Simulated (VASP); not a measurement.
Input of a VASP 6.6.1 run:

The input INCAR:

```
PREC = Accurate
ENCUT = 520
EDIFF = 1E-6
ISMEAR = 0
SIGMA = 0.05
LREAL = False
LASPH = True
NELM = 150
ALGO = Normal
ISIF = 2
LWAVE = False
LCHARG = False
ISPIN = 2
MAGMOM = 0.58 0 0
LORBIT = 11
LMAXMIX = 4
NBANDS = 24
```

Contents of KPOINTS:

```
Automatic mesh
0
Gamma
  12 12 8
```

POSCAR

```
RuS2
1.0
    3.4363295606      0.0000000000      0.0000000000
   -1.7181647803      2.9759486953      0.0000000000
    0.0000000000      0.0000000000      5.1593450393
Ru S
1 2
Direct
    0.0000000000      0.0000000000      0.0000000000
    0.3333333333      0.6666666667      0.2537758778
    0.6666666667      0.3333333333      0.7462241222
```

Potentials or basis: VASP PAW LDA potentials, release 64 (Ru_pv, S).

Run with:

```sh
$ cat potpaw_LDA.64/Ru_pv/POTCAR potpaw_LDA.64/S/POTCAR > POTCAR
$ mpirun -np 1 vasp_std > vasp.out
```

(1) What does it give for the site moments?

(2) Predict the pressure.

(3) Estimate the net moment.

Answers

(1) Ru +0.23; S +0.03 μB.

(2) -8.6 GPa.

(3) 0.33 μB per cell.

Caveat: the cell stands under tension; a moment this small can come from the mesh or the smearing; an empty level that is flat over the whole mesh can mark a ghost state of the potentials, or a narrow d or f band.
